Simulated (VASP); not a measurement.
Set up this calculation in VASP 6.6.1, as the native input.

| Property | Result |
| --- | --- |
| Task | single point |
| Functional | PBE |
| Potentials or basis | VASP PAW PBE potentials, release 64 (In_d, As) |
| Cutoff | 500 eV |
| k mesh | 5 × 5 × 5 |
| Occupations | gaussian, width 0.2 eV |
| Spin | no spin polarisation |
| Dipole correction | no |
| Further INCAR settings | ALGO = Normal; EDIFF = 1e-06; NBANDS = 16 |

The structure of InAs lies in POSCAR:

```
InAs
1.0
    3.5569620507      0.0000000000      0.0000000000
    0.0000000000      3.5569620507      0.0000000000
    0.0000000000      0.0000000000      3.5569620507
In As
1 1
Direct
    0.0000000000      0.0000000000      0.0000000000
    0.5000000000      0.5000000000      0.5000000000
```

The input as run:

INCAR

```
SYSTEM = InAs
PREC = Accurate
ENCUT = 500
EDIFF = 1E-6
ISMEAR = 0
SIGMA = 0.2
LREAL = .FALSE.
LASPH = .TRUE.
NELM = 120
ALGO = Normal
ISIF = 2
LWAVE = .FALSE.
LCHARG = .TRUE.
GGA = PE
LELF = .TRUE.
LVHAR = .TRUE.
NBANDS = 16
GGA_COMPAT = .FALSE.
```

KPOINTS

```
regular mesh
0
G
  5 5 5
  0 0 0
```

Potentials or basis: VASP PAW PBE potentials, release 64 (In_d, As).

Launch:

```bash
$ cat potpaw_PBE.64/In_d/POTCAR potpaw_PBE.64/As/POTCAR > POTCAR
$ mpirun -np 1 vasp_std > vasp.out
```

Results of the run:

```json
{
  "Pressure": "0.2 GPa",
  "Band gap on the k mesh": "zero (band 9 reaches 7.79 eV, above the bottom of band 10 at 5.69 eV)"
}
```

Caveat: spin-orbit coupling is left out, which moves the levels of the heavy elements.

Run time: 4.3 s on 1 thread of Intel(R) Xeon(R) 6975P-C (Granite Rapids), on a shared host, peak memory 0.15 GiB.
